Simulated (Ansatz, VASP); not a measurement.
# One calculation of WS2, two programs

```
S W
1.0
     3.14613    0.00000    0.00000
    -1.57307    2.72463    0.00000
     0.00000    0.00000   43.51860
S W
10 5
Cartesian
  0.0000 1.8164 7.5000
  0.0000 1.8164 10.6351
  1.5731 0.9082 13.8459
  1.5731 0.9082 16.9810
  0.0000 1.8164 20.1917
  0.0000 1.8164 23.3269
  1.5731 0.9082 26.5376
  1.5731 0.9082 29.6727
  0.0000 1.8164 32.8835
  0.0000 1.8164 36.0186
  1.5731 0.9082 9.0676
  0.0000 1.8164 15.4134
  1.5731 0.9082 21.7593
  0.0000 1.8164 28.1052
  1.5731 0.9082 34.4510
```

Alike in both runs: task single point; functional PBEsol; k mesh 9 × 9 × 1; occupations gaussian, width 0.05 eV; no spin polarisation.

|  | VASP | Ansatz |
| --- | --- | --- |
| version | VASP 6.6.1 | Ansatz 0.2.0 |
| potentials or method | VASP PAW PBE potentials, release 64 (S, W_sv), cutoff 520 eV | scalar-relativistic, plane waves, PAW |
| valence electrons in the cell | 130 | 130 |

|  | VASP | Ansatz | Ansatz less VASP |
| --- | --- | --- | --- |
| gap on the k mesh at the Fermi level (eV) | 1.31 | 1.30 | -0.015 |
| least direct gap on the mesh (eV) | 1.88 | 1.87 | -0.004 |
| rms of the force components (eV/Å) | 0.010 | 0.006 | -0.0038 |

VASP's potentials were made for PBE, not for PBEsol. Ansatz's warnings: xc potential rough in thin density.

Neither program's run includes spin-orbit coupling.
